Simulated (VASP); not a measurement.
# NbP in VASP: single point with r2SCAN

Aim: the single point of NbP with r2SCAN.

Everything below comes from runs of VASP 6.6.1. Logs are shortened: lines on timing, memory, paths and dates and some standing lists are left out, and cuts for length are marked.

## 1. The cell of the first run

The typed cell holds 6 atoms: a = 5.746 Å, b = 5.746 Å, c = 3.223 Å, α = 90.00°, β = 90.00°, γ = 60.00°.

## 2. Single point, r2SCAN

Input file POSCAR:

```
NbP
1.0
    2.8732179300      4.9765572400      0.0000000000
   -2.8732179300      4.9765572400      0.0000000000
    0.0000000000      0.0000000000      3.2228799500
Nb P
3 3
Direct
    0.0000000000      0.0000000000      0.0000000000
    0.3333000000      0.3334000000      0.5000000000
    0.6666000000      0.6667000000      0.5000000000
    0.5000000000      0.5000000000      0.0000000000
    0.5000000000      0.0000000000      0.0000000000
    0.0000000000      0.5000000000      0.0000000000
```

Input file INCAR.step1:

```
SYSTEM = NbP
PREC     = Accurate       ! precision mode
ENCUT    = 520            ! plane-wave cutoff, eV
ISMEAR   = 0              ! smearing method
SIGMA    = 0.0189         ! smearing width, eV
LREAL    = .False.        ! projectors in reciprocal space
LASPH    = .True.         ! aspherical terms in the spheres
NELM     = 100            ! most SCF steps
NBANDS   = 36             ! bands
GGA      = PE             ! functional
ALGO     = Normal         ! electronic algorithm
EDIFF    = 1E-4           ! SCF threshold, eV
LWAVE    = .True.         ! write WAVECAR
LCHARG   = .False.        ! write CHGCAR
```

Input file INCAR.step2:

```
SYSTEM = NbP
PREC     = Accurate       ! precision mode
ENCUT    = 520            ! plane-wave cutoff, eV
EDIFF    = 1E-6           ! SCF threshold, eV
ISMEAR   = 0              ! smearing method
SIGMA    = 0.0189         ! smearing width, eV
LREAL    = .False.        ! projectors in reciprocal space
LASPH    = .True.         ! aspherical terms in the spheres
NELM     = 100            ! most SCF steps
ALGO     = Normal         ! electronic algorithm
ISIF     = 2              ! what is computed and relaxed
LWAVE    = .False.        ! write WAVECAR
LCHARG   = .False.        ! write CHGCAR
METAGGA  = R2SCAN         ! meta-GGA
LMIXTAU  = .True.       
NBANDS   = 36             ! bands
ISTART   = 1
```

Input file KPOINTS:

```
regular mesh
0
Gamma
  5 5 8
  0 0 0
```

Potentials or basis: VASP PAW PBE potentials, release 64 (Nb_sv, P).

Launch:

```console
cat potpaw_PBE.64/Nb_sv/POTCAR potpaw_PBE.64/P/POTCAR > POTCAR
cp INCAR.step1 INCAR
mpirun -np 1 vasp_std > vasp.out
cp INCAR.step2 INCAR
mpirun -np 1 vasp_std > vasp.out
```

OUTCAR:

```text
SYSTEM = NbP
   PREC = Accurate
   ENCUT = 520
   EDIFF = 1E-6
   ISMEAR = 0
   LREAL = .False.
   LASPH = .True.
   NELM = 100
   ISIF = 2
   METAGGA = R2SCAN
   ISTART = 1

 ion  position               nearest neighbor table
   1  0.000  0.000  0.000-   5 2.87   6 2.87   6 2.87   5 2.87   4 2.87   4 2.87
   2  0.333  0.333  0.500-   4 2.31   4 2.31   6 2.31   6 2.31   5 2.31   5 2.31
   3  0.667  0.667  0.500-   4 2.31   4 2.31   5 2.31   5 2.31   6 2.31   6 2.31
   4  0.500  0.500  0.000-   2 2.31   3 2.31   2 2.31   3 2.31   5 2.87   6 2.87   5 2.87   6 2.87
                             1 2.87   1 2.87
   5  0.500  0.000  0.000-   3 2.31   3 2.31   2 2.31   2 2.31   1 2.87   4 2.87   4 2.87   1 2.87
                             6 2.87   6 2.87
   6  0.000  0.500  0.000-   2 2.31   2 2.31   3 2.31   3 2.31   1 2.87   4 2.87   1 2.87   4 2.87
                             5 2.87   5 2.87

  LATTYP: Found a hexagonal cell.
 ALAT       =     5.7464339582
 C/A-ratio  =     0.5608486887

  Lattice vectors:

 A1 = (   2.8732179300,  -4.9765572400,   0.0000000000)
 A2 = (   2.8732179300,   4.9765572400,   0.0000000000)
 A3 = (   0.0000000000,   0.0000000000,   3.2228799500)

Analysis of symmetry for initial positions (statically):
=====================================================================
 Subroutine PRICEL returns:
 Original cell was already a primitive cell.

 Routine SETGRP: Setting up the symmetry group for a
 hexagonal supercell.

 Subroutine GETGRP returns: Found  4 space group operations
 (whereof  4 operations were pure point group operations)
 out of a pool of 24 trial point group operations.

The static configuration has the point symmetry C_2v.

Analysis of symmetry for dynamics (positions and initial velocities):
=====================================================================
 Subroutine PRICEL returns:
 Original cell was already a primitive cell.

 Routine SETGRP: Setting up the symmetry group for a
 hexagonal supercell.

 Subroutine GETGRP returns: Found  4 space group operations
 (whereof  4 operations were pure point group operations)
 out of a pool of 24 trial point group operations.

The dynamic configuration has the point symmetry C_2v.

 Subroutine INISYM returns: Found  4 space group operations
 (whereof  4 operations are pure point group operations),
 and found     1 'primitive' translations

----------------------------------------------------------------------------------------

                                     Primitive cell

  volume of cell :      92.1662

  direct lattice vectors                    reciprocal lattice vectors
     2.873217930  4.976557240  0.000000000     0.174020910  0.100471064  0.000000000
    -2.873217930  4.976557240  0.000000000    -0.174020910  0.100471064  0.000000000
     0.000000000  0.000000000  3.222879950     0.000000000  0.000000000  0.310281492

  length of vectors
     5.746433958  5.746433958  3.222879950     0.200942061  0.200942061  0.310281492

  position of ions in fractional coordinates (direct lattice)
     0.000000000  0.000000000  0.000000000
     0.333300000  0.333400000  0.500000000
     0.666600000  0.666700000  0.500000000
     0.500000000  0.500000000  0.000000000
     0.500000000  0.000000000  0.000000000
     0.000000000  0.500000000  0.000000000

  ion indices of the primitive-cell ions
   primitive index   ion index
                 1           1
                 2           2
                 3           3
                 4           4
                 5           5
                 6           6

----------------------------------------------------------------------------------------

 KPOINTS: regular mesh

Automatic generation of k-mesh.
 Grid dimensions read from file:
 generate k-points for:    5    5    8

 Generating k-lattice:

  Cartesian coordinates                     Fractional coordinates (reciprocal lattice)
     0.034804182  0.020094213  0.000000000     0.200000000  0.000000000  0.000000000
    -0.034804182  0.020094213  0.000000000     0.000000000  0.200000000  0.000000000
     0.000000000  0.000000000  0.038785187     0.000000000  0.000000000  0.125000000

  Length of vectors
     0.040188412  0.040188412  0.038785187

  Shift w.r.t. Gamma in fractional coordinates (k-lattice)
     0.000000000  0.000000000  0.000000000

 Subroutine IBZKPT returns following result:
 ===========================================

 Found     45 irreducible k-points:

 Following reciprocal coordinates:
            Coordinates               Weight
  0.000000  0.000000  0.000000      1.000000
  0.200000 -0.000000  0.000000      4.000000
  0.200000  0.200000  0.000000      2.000000
  0.400000 -0.000000  0.000000      4.000000
  0.400000  0.400000  0.000000      2.000000
  0.400000  0.200000  0.000000      4.000000
[... 16 lines left out ...]
  0.400000  0.400000  0.250000      4.000000
  0.400000  0.200000  0.250000      8.000000
 [... further k-points ...]
   k-points           NKPTS =     45   k-points in BZ     NKDIM =     45   number of bands    NBANDS=     36
   number of dos      NEDOS =    301   number of ions     NIONS =      6
   total plane-waves  NPLWV =  55296
   dimension x,y,z NGX =    48 NGY =   48 NGZ =   24
   dimension x,y,z NGXF=    96 NGYF=   96 NGZF=   48
   ions per type =               3   3
   NGX,Y,Z   is equivalent  to a cutoff of  13.89, 13.89, 12.38 a.u.
   NGXF,Y,Z  is equivalent  to a cutoff of  27.77, 27.77, 24.76 a.u.
 SYSTEM =  NbP
   PREC   = accura    normal or accurate (medium, high low for compatibility)
   ISTART =      1    job   : 0-new  1-cont  2-samecut
   ICHARG =      0    charge: 1-file 2-atom 10-const
   ISPIN  =      1    spin polarized calculation?
   LNONCOLLINEAR =      F non collinear calculations
   LSORBIT =      F    spin-orbit coupling
   LASPH  =      T    aspherical Exc in radial PAW
   ENCUT  =  520.0 eV  38.22 Ry    6.18 a.u.  10.68 10.68  5.99*2*pi/ulx,y,z
   NELM   =    100;   NELMIN=  2; NELMDL=  0     # of ELM steps
   EDIFF  = 0.1E-05   stopping-criterion for ELM
   LREAL  =      F    real-space projection
   EDIFFG = 0.1E-04   stopping-criterion for IOM
   NSW    =      0    number of steps for IOM
   IBRION =     -1    ionic relax: 0-MD 1-quasi-New 2-CG
   NFREE  =      0    steps in history (QN), initial steepest desc. (CG)
   ISIF   =      2    stress and relaxation
   ISYM   =      2    0-nonsym 1-usesym 2-fastsym
   POTIM  = 0.5000    time-step for ionic-motion
   TEBEG  =    0.0;   TEEND  =   0.0 temperature during run
   PSTRESS=    0.0 pullay stress
   NELECT =      54.0000    total number of electrons
   NUPDOWN=      -1.0000    fix difference up-down
   EMIN   =  10.00;   EMAX   =-10.00  energy-range for DOS
   EFERMI =   0.00;   METHOD = LEGACY
   ISMEAR =     0;   SIGMA  =   0.02  broadening in eV -4-tet -1-fermi 0-gaus
   EFERMI_NEDOS =   21; number of points for ismear=-14 and -15
   IALGO  =     38    algorithm
   IMIX   =      4    mixing-type and parameters
     AMIX     =   0.40;   BMIX     =  1.00
     AMIX_MAG =   1.60;   BMIX_MAG =  1.00
  volume/ion in A,a.u.               =      15.36       103.66
  Fermi-wavevector in a.u.,A,eV,Ry     =   1.369879  2.588696 25.532261  1.876568
  Thomas-Fermi vector in A             =   2.495715
   LORBIT       =      0    0 simple, 1 ext, 2 COOP (PROOUT), +10 PAW based schemes
   METAGGA = R2SCAN    functional components
   LHFCALC =     F    Hartree Fock is set to
   AEXX    =    0.0000 exact exchange contribution
   IVDW    =     0    specifies the selected vdW correction
   LEPSILON=     F    determine dielectric tensor
   LRPA    =     F    only Hartree local field effects (RPA)
 non-spin polarized calculation
 Gauss-broadening in eV      SIGMA  =   0.02
  energy-cutoff  :      520.00
  volume of cell :       92.17
 maximum number of plane-waves:      2508
 NGX is ok and might be reduce to    48
   NGX = 21   NGY = 21   NGZ = 11

 number of electron      53.9999995 magnetization

 Free energy of the ion-electron system (eV)
  ---------------------------------------------------
  ext. energy  EPLUGINS =         0.00000000
  ---------------------------------------------------
  free energy    TOTEN  =      -100.59593231 eV

  energy without entropy =     -100.59442499  energy(sigma->0) =     -100.59517865

 E-fermi :  11.9157     XC(G=0): -12.9840

 val. band max:       11.9084772802   @ k =   0.4000  -0.0000   0.2500
 cond. band min:      11.9165171027   @ k =   0.4000   0.4000   0.0000
 fundamental gap:      0.0080398224
 Fermi energy:        11.9156842753

 k-point     1 :       0.0000    0.0000    0.0000
  band No.  band energies     occupation
      1     -45.4953      2.00000
      2     -45.1630      2.00000
      3     -45.1232      2.00000
      4     -20.9058      2.00000
      5     -20.9057      2.00000
      6     -20.8881      2.00000
[... 28 lines left out ...]
     35      13.8144      0.00000
     36      14.3491      0.00000

 k-point     2 :       0.2000   -0.0000    0.0000
  band No.  band energies     occupation
      1     -45.4952      2.00000
      2     -45.1598      2.00000
      3     -45.1266      2.00000
      4     -20.9508      2.00000
      5     -20.9318      2.00000
      6     -20.8423      2.00000
[... 28 lines left out ...]
     35      14.0442      0.00000
     36      14.6696      0.00000

 k-point     3 :       0.2000    0.2000    0.0000
  band No.  band energies     occupation
      1     -45.4952      2.00000
      2     -45.1598      2.00000
      3     -45.1266      2.00000
      4     -20.9506      2.00000
      5     -20.9320      2.00000
      6     -20.8420      2.00000
[... 28 lines left out ...]
     35      14.0446      0.00000
     36      14.6688      0.00000
[... 742 lines left out ...]
 k-point    23 :       0.4000    0.4000    0.2500
  band No.  band energies     occupation
      1     -45.4816      2.00000
      2     -45.1317      2.00000
      3     -45.1149      2.00000
      4     -21.0434      2.00000
      5     -20.9807      2.00000
      6     -20.9251      2.00000
[... 28 lines left out ...]
     35      15.2731      0.00000
     36      16.0252      0.00000

 k-point    24 :       0.4000    0.2000    0.2500
  band No.  band energies     occupation
      1     -45.4816      2.00000
      2     -45.1335      2.00000
      3     -45.1131      2.00000
      4     -21.0445      2.00000
      5     -20.9805      2.00000
      6     -20.8957      2.00000
[... 28 lines left out ...]
     35      15.2542      0.00000
     36      15.6764      0.00000

 [... further k-points ...]
[... 5 lines left out ...]
  --------------------------------------------------------------------------------------
  -------------------------------------------------------------------------------------
  Total       13.1664841     13.1749279     26.4833704      0.0000000      0.0000000      0.0000000
  in kB      228.8804529    229.0272367    460.3754340      0.0000000      0.0000000      0.0000000
  external PRESSURE =     306.0943745 kB  Pullay stress =       0.0000000 kB

 VOLUME and BASIS-vectors are now :
 -----------------------------------------------------------------------------
  energy-cutoff  :      520.00
  volume of cell :       92.17
      direct lattice vectors                 reciprocal lattice vectors
     2.873217930  4.976557240  0.000000000     0.174020910  0.100471064  0.000000000
    -2.873217930  4.976557240  0.000000000    -0.174020910  0.100471064  0.000000000
     0.000000000  0.000000000  3.222879950     0.000000000  0.000000000  0.310281492

 POSITION                                       TOTAL-FORCE (eV/Angst)
 -----------------------------------------------------------------------------------
      0.00000      0.00000      0.00000        -0.001464      0.000000      0.000000
     -0.00029      3.31787      1.61144         0.005692     -0.003282      0.000000
     -0.00029      6.63524      1.61144         0.005692      0.003282      0.000000
      0.00000      4.97656      0.00000         0.001659      0.000000      0.000000
      1.43661      2.48828      0.00000        -0.005789      0.004302      0.000000
     -1.43661      2.48828      0.00000        -0.005789     -0.004302      0.000000
 -----------------------------------------------------------------------------------
    total drift:                               -0.000001      0.000000     -0.000000

  FREE ENERGIE OF THE ION-ELECTRON SYSTEM (eV)
  ---------------------------------------------------
  free  energy   TOTEN  =      -100.5959323070 eV

  energy  without entropy=     -100.5944249944  energy(sigma->0) =     -100.59517865
```

It took 8.9 min on 1 thread of Intel Xeon Platinum 8259CL at 2.50GHz (Skylake/Cascade Lake), shared host; peak memory 0.31 GiB.

Results:

```
Free energy            : -100.5959 eV
Pressure               : 30.6 GPa
Largest force          : 0.007 eV/Å
Band gap on the k mesh : zero (band 27 reaches 12.35 eV, above the bottom of band 28 at 11.20 eV)
```

Forces on the atoms (eV/Å):
```
Nb  -0.001  0.000  0.000
Nb   0.006 -0.003  0.000
Nb   0.006  0.003  0.000
P    0.002  0.000  0.000
P   -0.006  0.004  0.000
P   -0.006 -0.004  0.000
```

Caveat: the PAW data sets were made with another functional, which shifts forces and pressure a little.
